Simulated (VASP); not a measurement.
Input of a VASP 6.6.1 run:

File INCAR:

```
SYSTEM = TlW
  PREC = Accurate
  ENCUT = 520
  EDIFF = 1E-7
  ISMEAR = 0
  SIGMA = 0.1
  LREAL = .False.
  LASPH = .True.
  NELM = 60
  ALGO = Normal
  ISIF = 2
  LWAVE = .False.
  LCHARG = .False.
  GGA = PE
  NBANDS = 20
```

KPOINTS

```
Automatic mesh
0
Gamma
  6 6 6
  0 0 0
```

Contents of POSCAR:

```
TlW
1.0
    3.3685307485      0.0000000000      0.0000000000
    0.0000000000      3.3685307485      0.0000000000
    0.0000000000      0.0000000000      3.3685307485
Tl W
1 1
Direct
    0.0000000000      0.0000000000      0.0000000000
    0.5000000000      0.5000000000      0.5000000000
```

Potentials or basis: VASP PAW PBE potentials, release 64 (Tl_d, W_sv).

Command:

```bash
$ cat potpaw_PBE.64/Tl_d/POTCAR potpaw_PBE.64/W_sv/POTCAR > POTCAR
$ mpirun -np 1 vasp_std > vasp.out
```

Problem. What does it give for the pressure?

Solution. -0.3 GPa.
